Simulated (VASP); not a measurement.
Wanted: the native input for a VASP 6.6.1 run.

```yaml
Task: single point
Functional: PBE
Potentials_or_basis: VASP PAW PBE potentials, release 64 (Cd, Se)
Cutoff: 520 eV
k_mesh: 10 × 10 × 10
Occupations: gaussian, width 0.05 eV
Spin: no spin polarisation
Dipole_correction: no
Further_INCAR_settings: ALGO = Normal; EDIFF = 1e-06; NBANDS = 16
```

The structure of CdSe lies in POSCAR:

```
CdSe
1.0
    0.0000000000      3.0702711986      3.0702711986
    3.0702711986      0.0000000000      3.0702711986
    3.0702711986      3.0702711986      0.0000000000
Cd Se
1 1
Direct
    0.0000000000      0.0000000000      0.0000000000
    0.8346204144      0.7217931952      0.7217931952
```

This cell differs from its parent crystal: all Se atoms moved -0.300 Å, as atom 2 towards its neighbour atom 1 (Cd) at 2.659 Å.

These files were run (other wordings do the same):

INCAR

```
  ALGO = Normal
  EDIFF = 1E-6
  ENCUT = 520
  GGA = PE
  ISIF = 2
  ISMEAR = 0
  LASPH = True
  LCHARG = True
  LELF = True
  LREAL = False
  LVHAR = True
  LWAVE = False
  NBANDS = 16
  NELM = 60
  PREC = Accurate
  SIGMA = 0.05
```

KPOINTS

```
k-points
0
Gamma
  10 10 10
```

Potentials or basis: VASP PAW PBE potentials, release 64 (Cd, Se).

Launch:

```console
$ cat potpaw_PBE.64/Cd/POTCAR potpaw_PBE.64/Se/POTCAR > POTCAR
$ mpirun -np 1 vasp_std > vasp.out
```

It gave:

```
Pressure               : 2.7 GPa
Largest force          : 0.732 eV/Å
Band gap on the k mesh : 0.57 eV, direct
```

Caveat: the cell differs from its parent crystal (all Se atoms moved -0.300 Å, as atom 2 towards its neighbour atom 1 (Cd) at 2.659 Å).

It took 2.5 min on 1 thread of AMD EPYC 7R13, with other jobs on the host, peak memory 0.23 GiB.
